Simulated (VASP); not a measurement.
TiB2, 3 atoms in the cell. The structure is hexagonal, space group P6/mmm (No. 191). Conventional cell: a = 3.085 Å, b = 3.085 Å, c = 3.224 Å, α = 90.00°, β = 90.00°, γ = 120.00°. Ti (site symmetry 6/mmm) has 12 B at 2.40 Å and 6 Ti at 3.08 Å within 3.2 Å. Within 2.4 Å of B (site symmetry -6m2) lie 3 B at 1.78 Å.  This cell differs from its parent crystal: strain +0.0175 x Voigt [1, 1, 0, 0, 0, 0].

| Property | Result |
| --- | --- |
| Program | VASP 6.6.1 |
| Task | single point |
| Functional | PBE |
| Potentials or basis | VASP PAW PBE potentials, release 64 (Ti_sv, B) |
| Cutoff | 520 eV |
| k mesh | 18 × 18 × 14 |
| Occupations | gaussian, width 0.15 eV |
| Spin | no spin polarisation |
| Dipole correction | no |
| Further INCAR settings | ALGO = Normal; EDIFF = 1e-07; NBANDS = 16 |

Potentials or basis: VASP PAW PBE potentials, release 64 (Ti_sv, B).

The run is started by

```sh
$ cat potpaw_PBE.64/Ti_sv/POTCAR potpaw_PBE.64/B/POTCAR > POTCAR
$ mpirun -np 1 vasp_std > vasp.out
```

Hardware: 1 thread of AMD EPYC 9R14 (Zen 4), with other jobs on the host.

Question: How long does it take, and how much memory?

Answer: Run time: 81 s on 1 thread of AMD EPYC 9R14 (Zen 4), with other jobs on the host, peak memory 0.2 GiB. Counts: scf iterations 14, k points 296.
